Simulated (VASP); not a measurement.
Wanted: the native input for a VASP 6.6.1 run.

```
Task                   : single point
Functional             : r2SCAN
Potentials or basis    : VASP PAW PBE potentials, release 64 (Os_sv_GW)
Cutoff                 : 620 eV
k mesh                 : 13 × 13 × 7
Occupations            : gaussian, width 0.3 eV
Spin                   : no spin polarisation
Dipole correction      : no
Further INCAR settings : ALGO = Normal; EDIFF = 1e-06; NBANDS = 23
```

Os:

```xyz
2
Lattice="2.7394 0.0000 0.0000 -1.3697 2.3724 0.0000 0.0000 0.0000 4.3138" Properties=species:S:1:pos:R:3 pbc="T T T"
Os    0.0000    1.5816    1.0785
Os    1.3697    0.7908    3.2354
```

These files were run (other wordings do the same):

POSCAR

```
Os
1.0
    2.7393806551      0.0000000000      0.0000000000
   -1.3696903275      2.3723732379      0.0000000000
    0.0000000000      0.0000000000      4.3138178725
Os
2
Direct
    0.3333333333      0.6666666667      0.2500000000
    0.6666666667      0.3333333333      0.7500000000
```

INCAR.step1

```
  PREC = Accurate
  ENCUT = 620
  ISMEAR = 0
  SIGMA = 0.3
  LREAL = F
  LASPH = T
  NELM = 120
  NBANDS = 23
  GGA = PE
  ALGO = Normal
  EDIFF = 1E-5
  LWAVE = T
  LCHARG = F
  GGA_COMPAT = F
```

INCAR.step2

```
  PREC = Accurate
  ENCUT = 620
  EDIFF = 1E-6
  ISMEAR = 0
  SIGMA = 0.3
  LREAL = F
  LASPH = T
  NELM = 120
  ALGO = Normal
  ISIF = 2
  LWAVE = F
  LCHARG = F
  METAGGA = R2SCAN
  LMIXTAU = T
  NBANDS = 23
  ISTART = 1
  GGA_COMPAT = F
```

KPOINTS

```
Automatic mesh
0
Gamma
  13 13 7
```

Potentials or basis: VASP PAW PBE potentials, release 64 (Os_sv_GW).

The run is started by

```console
$ cat potpaw_PBE.64/Os_sv_GW/POTCAR > POTCAR
$ cp INCAR.step1 INCAR
$ mpirun -np 1 vasp_std > vasp.out
$ cp INCAR.step2 INCAR
$ mpirun -np 1 vasp_std > vasp.out
```

It gave:

- Pressure: -0.7 GPa
- Band gap on the k mesh: zero (bands 16 and 17 overlap by 3.99 eV)

Caveat: so wide a smearing shifts energies and pressures; the PAW data sets were made with another functional, which shifts forces and pressure a little; spin-orbit coupling is left out, which moves the levels of the heavy elements.

Wall time 100 s on 1 thread of Intel(R) Xeon(R) 6975P-C (Granite Rapids) (shared host), peak memory 0.21 GiB.
